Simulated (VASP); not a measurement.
# AlN (R3m) in VASP: a series of runs

Runs on AlN. Level: r2SCAN. Tasks: single point.

Everything below comes from runs of VASP 6.6.1. Logs are shortened: lines on timing, memory, paths and dates and some standing lists are left out, and cuts for length are marked.

## Step 1: The cell of the first run

It takes space group R3m (No. 160, trigonal). The conventional cell has a = 3.089 Å, b = 3.089 Å, c = 7.566 Å, α = 90.00°, β = 90.00°, γ = 120.00°. Al (site symmetry 3m) has 4 N at 1.81 to 2.19 Å within 2.4 Å. N (site symmetry 3m) has 4 Al at 1.81 to 2.19 Å within 2.4 Å.

## Step 2: Single point, r2SCAN

POSCAR

```
AlN
1.0
    0.0000000000      2.1839935596      2.1839935596
    2.1839935596      0.0000000000      2.1839935596
    2.1839935596      2.1839935596      0.0000000000
Al N
1 1
Direct
    0.0396532948      0.0396532948      0.0396532948
    0.7500000000      0.7500000000      0.7500000000
```

INCAR.step1

```
SYSTEM = AlN
PREC = Accurate ; ENCUT = 520
ISMEAR = 0 ; SIGMA = 0.05
LREAL = .FALSE. ; LASPH = .TRUE.
NELM = 100 ; NBANDS = 11
GGA = PE ; ALGO = Normal
EDIFF = 1E-4 ; LWAVE = .TRUE.
LCHARG = .FALSE.
```

INCAR.step2

```
SYSTEM = AlN
PREC = Accurate ; ENCUT = 520
EDIFF = 1E-7 ; ISMEAR = 0
SIGMA = 0.05 ; LREAL = .FALSE.
LASPH = .TRUE. ; NELM = 100
ALGO = Normal ; ISIF = 2
LWAVE = .FALSE. ; LCHARG = .FALSE.
METAGGA = R2SCAN ; LMIXTAU = .TRUE.
NBANDS = 11 ; ISTART = 1
```

KPOINTS

```
Automatic mesh
0
G
  10 10 10
  0 0 0
```

Potentials or basis: VASP PAW PBE potentials, release 64 (Al, N).

Launch:

```sh
$ cat potpaw_PBE.64/Al/POTCAR potpaw_PBE.64/N/POTCAR > POTCAR
$ cp INCAR.step1 INCAR
$ mpirun -np 1 vasp_std > vasp.out
$ cp INCAR.step2 INCAR
$ mpirun -np 1 vasp_std > vasp.out
```

OUTCAR:

```text
SYSTEM = AlN
   PREC = Accurate
   ENCUT = 520
   EDIFF = 1E-7
   ISMEAR = 0
   LREAL = .FALSE.
   LASPH = .TRUE.
   NELM = 100
   ISIF = 2
   METAGGA = R2SCAN
   ISTART = 1

 ion  position               nearest neighbor table
   1  0.040  0.040  0.040-   2 1.81   2 1.81   2 1.81   2 2.19
   2  0.750  0.750  0.750-   1 1.81   1 1.81   1 1.81   1 2.19

  LATTYP: Found a face centered cubic cell.
 ALAT       =     4.3679871192

  Lattice vectors:

 A1 = (   0.0000000000,   2.1839935596,   2.1839935596)
 A2 = (   2.1839935596,   0.0000000000,   2.1839935596)
 A3 = (   2.1839935596,   2.1839935596,   0.0000000000)

Analysis of symmetry for initial positions (statically):
=====================================================================
 Subroutine PRICEL returns:
 Original cell was already a primitive cell.

 Routine SETGRP: Setting up the symmetry group for a
 face centered cubic supercell.

 Subroutine GETGRP returns: Found  6 space group operations
 (whereof  6 operations were pure point group operations)
 out of a pool of 48 trial point group operations.

The static configuration has the point symmetry C_3v.

Analysis of symmetry for dynamics (positions and initial velocities):
=====================================================================
 Subroutine PRICEL returns:
 Original cell was already a primitive cell.

 Routine SETGRP: Setting up the symmetry group for a
 face centered cubic supercell.

 Subroutine GETGRP returns: Found  6 space group operations
 (whereof  6 operations were pure point group operations)
 out of a pool of 48 trial point group operations.

The dynamic configuration has the point symmetry C_3v.

 Subroutine INISYM returns: Found  6 space group operations
 (whereof  6 operations are pure point group operations),
 and found     1 'primitive' translations

----------------------------------------------------------------------------------------

                                     Primitive cell

  volume of cell :      20.8345

  direct lattice vectors                    reciprocal lattice vectors
     0.000000000  2.183993560  2.183993560    -0.228938404  0.228938404  0.228938404
     2.183993560  0.000000000  2.183993560     0.228938404 -0.228938404  0.228938404
     2.183993560  2.183993560  0.000000000     0.228938404  0.228938404 -0.228938404

  length of vectors
     3.088633312  3.088633312  3.088633312     0.396532948  0.396532948  0.396532948

  position of ions in fractional coordinates (direct lattice)
     0.039653295  0.039653295  0.039653295
     0.750000000  0.750000000  0.750000000

  ion indices of the primitive-cell ions
   primitive index   ion index
                 1           1
                 2           2

----------------------------------------------------------------------------------------

 KPOINTS: Automatic mesh

Automatic generation of k-mesh.
 Grid dimensions read from file:
 generate k-points for:   10   10   10

 Generating k-lattice:

  Cartesian coordinates                     Fractional coordinates (reciprocal lattice)
    -0.022893840  0.022893840  0.022893840     0.100000000  0.000000000  0.000000000
     0.022893840 -0.022893840  0.022893840     0.000000000  0.100000000  0.000000000
     0.022893840  0.022893840 -0.022893840     0.000000000  0.000000000  0.100000000

  Length of vectors
     0.039653295  0.039653295  0.039653295

  Shift w.r.t. Gamma in fractional coordinates (k-lattice)
     0.000000000  0.000000000  0.000000000

 Subroutine IBZKPT returns following result:
 ===========================================

 Found    116 irreducible k-points:

 Following reciprocal coordinates:
            Coordinates               Weight
  0.000000  0.000000  0.000000      1.000000
  0.100000  0.000000  0.000000      6.000000
  0.100000  0.100000  0.100000      2.000000
  0.200000  0.000000  0.000000      6.000000
  0.200000  0.200000  0.200000      2.000000
  0.300000  0.000000  0.000000      6.000000
[... 16 lines left out ...]
  0.100000  0.100000 -0.400000      6.000000
  0.500000  0.400000  0.500000      6.000000
 [... further k-points ...]
   k-points           NKPTS =    116   k-points in BZ     NKDIM =    116   number of bands    NBANDS=     11
   number of dos      NEDOS =    301   number of ions     NIONS =      2
   total plane-waves  NPLWV =  13824
   dimension x,y,z NGX =    24 NGY =   24 NGZ =   24
   dimension x,y,z NGXF=    48 NGYF=   48 NGZF=   48
   ions per type =               1   1
   NGX,Y,Z   is equivalent  to a cutoff of  12.92, 12.92, 12.92 a.u.
   NGXF,Y,Z  is equivalent  to a cutoff of  25.84, 25.84, 25.84 a.u.
 SYSTEM =  AlN
   PREC   = accura    normal or accurate (medium, high low for compatibility)
   ISTART =      1    job   : 0-new  1-cont  2-samecut
   ICHARG =      0    charge: 1-file 2-atom 10-const
   ISPIN  =      1    spin polarized calculation?
   LNONCOLLINEAR =      F non collinear calculations
   LSORBIT =      F    spin-orbit coupling
   LASPH  =      T    aspherical Exc in radial PAW
   ENCUT  =  520.0 eV  38.22 Ry    6.18 a.u.   5.74  5.74  5.74*2*pi/ulx,y,z
   NELM   =    100;   NELMIN=  2; NELMDL=  0     # of ELM steps
   EDIFF  = 0.1E-06   stopping-criterion for ELM
   LREAL  =      F    real-space projection
   EDIFFG = 0.1E-05   stopping-criterion for IOM
   NSW    =      0    number of steps for IOM
   IBRION =     -1    ionic relax: 0-MD 1-quasi-New 2-CG
   NFREE  =      0    steps in history (QN), initial steepest desc. (CG)
   ISIF   =      2    stress and relaxation
   ISYM   =      2    0-nonsym 1-usesym 2-fastsym
   POTIM  = 0.5000    time-step for ionic-motion
   TEBEG  =    0.0;   TEEND  =   0.0 temperature during run
   PSTRESS=    0.0 pullay stress
   NELECT =       8.0000    total number of electrons
   NUPDOWN=      -1.0000    fix difference up-down
   EMIN   =  10.00;   EMAX   =-10.00  energy-range for DOS
   EFERMI =   0.00;   METHOD = LEGACY
   ISMEAR =     0;   SIGMA  =   0.05  broadening in eV -4-tet -1-fermi 0-gaus
   EFERMI_NEDOS =   21; number of points for ismear=-14 and -15
   IALGO  =     38    algorithm
   IMIX   =      4    mixing-type and parameters
     AMIX     =   0.40;   BMIX     =  1.00
     AMIX_MAG =   1.60;   BMIX_MAG =  1.00
  volume/ion in A,a.u.               =      10.42        70.30
  Fermi-wavevector in a.u.,A,eV,Ry     =   1.189899  2.248583 19.263943  1.415860
  Thomas-Fermi vector in A             =   2.325996
   LORBIT       =      0    0 simple, 1 ext, 2 COOP (PROOUT), +10 PAW based schemes
   METAGGA = R2SCAN    functional components
   LHFCALC =     F    Hartree Fock is set to
   AEXX    =    0.0000 exact exchange contribution
   IVDW    =     0    specifies the selected vdW correction
   LEPSILON=     F    determine dielectric tensor
   LRPA    =     F    only Hartree local field effects (RPA)
 non-spin polarized calculation
 Gauss-broadening in eV      SIGMA  =   0.05
  energy-cutoff  :      520.00
  volume of cell :       20.83
 maximum number of plane-waves:       571
   NGX = 11   NGY = 11   NGZ = 11

 number of electron       8.0000000 magnetization

 Free energy of the ion-electron system (eV)
  ---------------------------------------------------
  ext. energy  EPLUGINS =         0.00000000
  ---------------------------------------------------
  free energy    TOTEN  =       -18.75912282 eV

  energy without entropy =      -18.75912282  energy(sigma->0) =      -18.75912282

 E-fermi :   6.8837     XC(G=0): -11.4127

 val. band max:        6.5606000428   @ k =   0.0000   0.0000   0.0000
 cond. band min:       9.6210904300   @ k =   0.5000   0.5000   0.0000
 fundamental gap:      3.0604903872
 Fermi energy:         6.8837438695

 k-point     1 :       0.0000    0.0000    0.0000
  band No.  band energies     occupation
      1     -10.0638      2.00000
      2       5.2448      2.00000
      3       5.2448      2.00000
      4       6.5606      2.00000
      5      10.3719      0.00000
      6      19.2148      0.00000
      7      19.2148      0.00000
      8      19.3463      0.00000
      9      24.0429      0.00000
     10      24.0429      0.00000
     11      24.8215      0.00000

 k-point     2 :       0.1000    0.0000    0.0000
  band No.  band energies     occupation
      1      -9.9166      2.00000
      2       4.5517      2.00000
      3       5.2021      2.00000
      4       6.4437      2.00000
      5      10.9872      0.00000
      6      18.4002      0.00000
      7      19.4497      0.00000
      8      19.8521      0.00000
      9      22.8290      0.00000
     10      22.9264      0.00000
     11      25.1723      0.00000

 k-point     3 :       0.1000    0.1000    0.1000
  band No.  band energies     occupation
      1      -9.9205      2.00000
      2       5.1951      2.00000
      3       5.1951      2.00000
      4       5.5807      2.00000
      5      11.2163      0.00000
      6      18.8883      0.00000
      7      19.2502      0.00000
      8      19.2502      0.00000
      9      23.3164      0.00000
     10      23.3164      0.00000
     11      24.4168      0.00000

 k-point     4 :       0.2000    0.0000    0.0000
  band No.  band energies     occupation
      1      -9.4991      2.00000
      2       3.0403      2.00000
      3       5.0954      2.00000
      4       6.2524      2.00000
      5      12.1058      0.00000
      6      17.5155      0.00000
      7      19.3860      0.00000
      8      19.6330      0.00000
      9      22.1203      0.00000
     10      22.9712      0.00000
     11      24.2126      0.00000

 k-point     5 :       0.2000    0.2000    0.2000
  band No.  band energies     occupation
      1      -9.5151      2.00000
      2       3.7860      2.00000
      3       5.0701      2.00000
      4       5.0701      2.00000
      5      12.5677      0.00000
      6      18.0182      0.00000
      7      18.9782      0.00000
      8      18.9782      0.00000
      9      23.1429      0.00000
     10      23.1429      0.00000
     11      23.7712      0.00000
[... 211 lines left out ...]
 k-point    21 :       0.4000    0.3000    0.4000
  band No.  band energies     occupation
      1      -8.4425      2.00000
      2       1.1804      2.00000
      3       4.5676      2.00000
      4       4.6109      2.00000
      5      14.0406      0.00000
      6      16.1475      0.00000
      7      18.1177      0.00000
      8      18.3439      0.00000
      9      23.8250      0.00000
     10      25.0499      0.00000
     11      27.0287      0.00000

 k-point    22 :       0.5000    0.1000    0.0000
  band No.  band energies     occupation
      1      -7.9968      2.00000
      2      -0.1123      2.00000
      3       4.4646      2.00000
      4       5.6418      2.00000
      5      13.8913      0.00000
      6      15.1842      0.00000
      7      18.0042      0.00000
      8      18.7313      0.00000
      9      24.5965      0.00000
     10      25.7597      0.00000
     11      28.2327      0.00000

 k-point    23 :       0.1000    0.1000   -0.4000
  band No.  band energies     occupation
      1      -7.9963      2.00000
      2      -0.1258      2.00000
      3       4.7037      2.00000
      4       5.3727      2.00000
      5      13.9353      0.00000
      6      15.2541      0.00000
      7      18.2761      0.00000
      8      18.4383      0.00000
      9      24.1717      0.00000
     10      26.5590      0.00000
     11      27.7150      0.00000

 k-point    24 :       0.5000    0.4000    0.5000
  band No.  band energies     occupation
      1      -8.0666      2.00000
      2       0.4111      2.00000
      3       4.3550      2.00000
      4       4.6398      2.00000
      5      14.4868      0.00000
      6      15.4497      0.00000
      7      17.9139      0.00000
      8      18.3238      0.00000
      9      24.9509      0.00000
     10      25.9977      0.00000
     11      27.4786      0.00000

 [... further k-points ...]

------------------------ aborting loop because EDIFF is reached ----------------------------------------

  FORCE on cell =-STRESS in cart. coord.  units (eV):
  Direction    XX          YY          ZZ          XY          YZ          ZX
  --------------------------------------------------------------------------------------
  -------------------------------------------------------------------------------------
  Total        0.8877960      0.8877960      0.8877960     -0.7198640     -0.7198640     -0.7198640
  in kB       68.2715385     68.2715385     68.2715385    -55.3575617    -55.3575617    -55.3575617
  external PRESSURE =      68.2715385 kB  Pullay stress =       0.0000000 kB

 VOLUME and BASIS-vectors are now :
 -----------------------------------------------------------------------------
  energy-cutoff  :      520.00
  volume of cell :       20.83
      direct lattice vectors                 reciprocal lattice vectors
     0.000000000  2.183993560  2.183993560    -0.228938404  0.228938404  0.228938404
     2.183993560  0.000000000  2.183993560     0.228938404 -0.228938404  0.228938404
     2.183993560  2.183993560  0.000000000     0.228938404  0.228938404 -0.228938404

 POSITION                                       TOTAL-FORCE (eV/Angst)
 -----------------------------------------------------------------------------------
      0.17321      0.17321      0.17321        -1.211786     -1.211786     -1.211786
      3.27599      3.27599      3.27599         1.211786      1.211786      1.211786
 -----------------------------------------------------------------------------------
    total drift:                                0.001873      0.001873      0.001873

  FREE ENERGIE OF THE ION-ELECTRON SYSTEM (eV)
  ---------------------------------------------------
  free  energy   TOTEN  =       -18.7591228202 eV

  energy  without entropy=      -18.7591228202  energy(sigma->0) =      -18.75912282
```

It took 79 s on 1 thread of Intel Xeon 8259CL, shared host; peak memory 0.16 GiB.

What came out:

```
Free energy            : -18.7591 eV
Pressure               : 6.8 GPa
Largest force          : 2.099 eV/Å
Band gap on the k mesh : 3.06 eV (least direct gap 3.81 eV)
```

Forces on the atoms (eV/Å):
```
Al  -1.212 -1.212 -1.212
N    1.212  1.212  1.212
```

Stress tensor (GPa, compression positive):
```
 6.83 -5.54 -5.54
-5.54  6.83 -5.54
-5.54 -5.54  6.83
```

Caveat: the cell differs from its parent crystal (all Al atoms moved -0.300 Å, as atom 1 towards its neighbour atom 2 (N) at 1.891 Å); the cell stands under pressure; the PAW data sets were made with another functional, which shifts forces and pressure a little. A k mesh can miss the band edges.

## Step 3: Single point, r2SCAN

Edit POSCAR of step 2 so:

```diff
@@ -8,3 +8,3 @@
 Direct
-    0.0396532948      0.0396532948      0.0396532948
+   -0.0297399711     -0.0297399711     -0.0297399711
     0.7500000000      0.7500000000      0.7500000000
```

INCAR.step1

```
ALGO = Normal
EDIFF = 1E-4
ENCUT = 520
GGA = PE
ISMEAR = 0
LASPH = True
LCHARG = False
LREAL = False
LWAVE = True
NBANDS = 11
NELM = 60
PREC = Accurate
SIGMA = 0.05
```

INCAR.step2

```
ALGO = Normal
EDIFF = 1E-7
ENCUT = 520
ISIF = 2
ISMEAR = 0
ISTART = 1
LASPH = True
LCHARG = True
LELF = True
LMIXTAU = True
LREAL = False
LVHAR = True
LWAVE = False
METAGGA = R2SCAN
NBANDS = 11
NELM = 60
PREC = Accurate
SIGMA = 0.05
```

KPOINTS

```
k-points
0
Gamma
  10 10 10
```

Potentials or basis: VASP PAW PBE potentials, release 64 (Al, N).

Launch:

```sh
$ cat potpaw_PBE.64/Al/POTCAR potpaw_PBE.64/N/POTCAR > POTCAR
$ cp INCAR.step1 INCAR
$ mpirun -np 1 vasp_std > vasp.out
$ cp INCAR.step2 INCAR
$ mpirun -np 1 vasp_std > vasp.out
```

Run time: 88 s. Hardware: 1 thread of Intel Xeon 8259CL, shared host; peak memory 0.15 GiB.

The run converged. Its results:

```
Free energy            : -18.6269 eV
Pressure               : 9.1 GPa
Largest force          : 5.850 eV/Å
Band gap on the k mesh : 3.64 eV (least direct gap 4.50 eV)
```

Forces in eV/Å, atoms in the order of the input:
```
Al   3.377  3.377  3.377
N   -3.377 -3.377 -3.377
```

Stress tensor (GPa, compression positive):
```
 9.11 16.21 16.21
16.21  9.11 16.21
16.21 16.21  9.11
```

Levels at points of the mesh, in eV from the valence-band top:
| k point | band 1 | band 2 | band 3 | band 4 | band 5 | band 6 | band 7 | band 8 |
| --- | --- | --- | --- | --- | --- | --- | --- | --- |
| (0.00, 0.00, 0.00) | -16.05 | -0.99 | 0.00 | 0.00 | 4.50 | 13.16 | 13.16 | 13.43 |
| (0.50, 0.00, 0.00) | -14.07 | -6.09 | -1.25 | -0.53 | 7.80 | 10.44 | 11.31 | 12.15 |
| (0.50, 0.50, 0.50) | -14.02 | -6.42 | -0.49 | -0.49 | 7.62 | 10.14 | 11.80 | 11.80 |
| (0.50, 0.50, 0.00) | -13.43 | -5.26 | -2.27 | -1.87 | 3.64 | 9.00 | 14.53 | 16.71 |

Caveat: the cell differs from its parent crystal (all Al atoms moved +0.225 Å, as atom 1 towards its neighbour atom 2 (N) at 1.891 Å); the cell stands under pressure; the PAW data sets were made with another functional, which shifts forces and pressure a little. A k mesh can miss the band edges.

## Step 4: Single point, r2SCAN

Edit POSCAR of step 3 so:

```diff
@@ -8,3 +8,3 @@
 Direct
-   -0.0297399711     -0.0297399711     -0.0297399711
+   -0.0396532948     -0.0396532948     -0.0396532948
     0.7500000000      0.7500000000      0.7500000000
```

INCAR.step1

```
SYSTEM = AlN
  PREC = Accurate
  ENCUT = 520
  ISMEAR = 0
  SIGMA = 0.05
  LREAL = .FALSE.
  LASPH = .TRUE.
  NELM = 80
  NBANDS = 11
  GGA = PE
  ALGO = Normal
  EDIFF = 1E-4
  LWAVE = .TRUE.
  LCHARG = .FALSE.
```

INCAR.step2

```
SYSTEM = AlN
  PREC = Accurate
  ENCUT = 520
  EDIFF = 1E-7
  ISMEAR = 0
  SIGMA = 0.05
  LREAL = .FALSE.
  LASPH = .TRUE.
  NELM = 80
  ALGO = Normal
  ISIF = 2
  LWAVE = .FALSE.
  LCHARG = .FALSE.
  METAGGA = R2SCAN
  LMIXTAU = .TRUE.
  NBANDS = 11
  ISTART = 1
```

KPOINTS

```
regular mesh
0
G
  10 10 10
  0 0 0
```

Launch:

```sh
$ cat potpaw_PBE.64/Al/POTCAR potpaw_PBE.64/N/POTCAR > POTCAR
$ cp INCAR.step1 INCAR
$ mpirun -np 1 vasp_std > vasp.out
$ cp INCAR.step2 INCAR
$ mpirun -np 1 vasp_std > vasp.out
```

It took 1.7 min on 1 thread of Intel Xeon 8259CL, shared host; peak memory 0.15 GiB.

The run converged. Its results:

```
Free energy            : -18.0616 eV
Pressure               : 18.2 GPa
Largest force          : 9.412 eV/Å
Band gap on the k mesh : 3.59 eV (least direct gap 4.39 eV)
```

Forces on the atoms (eV/Å):
```
Al   5.434  5.434  5.434
N   -5.434 -5.434 -5.434
```

Stress tensor (GPa, compression positive):
```
18.18 26.69 26.69
26.69 18.18 26.69
26.69 26.69 18.18
```

Levels at points of the mesh, in eV from the valence-band top:
```
           k point  band 1  band 2  band 3  band 4  band 5  band 6  band 7  band 8  band 9
(0.00, 0.00, 0.00)  -16.11   -1.24    0.00    0.00    4.39   13.09   13.09   13.50   17.90
(0.50, 0.00, 0.00)  -14.15   -6.11   -1.40   -0.54    7.62   10.30   11.17   12.36   18.12
(0.50, 0.50, 0.50)  -14.08   -6.50   -0.48   -0.48    7.44    9.93   11.80   11.80   18.42
(0.50, 0.50, 0.00)  -13.51   -5.30   -2.33   -1.87    3.59    8.82   14.21   16.72   16.76
```

Caveat: the cell differs from its parent crystal (all Al atoms moved +0.300 Å, as atom 1 towards its neighbour atom 2 (N) at 1.891 Å); the cell stands under pressure; the PAW data sets were made with another functional, which shifts forces and pressure a little.

(Continued in part 2 of 2.)
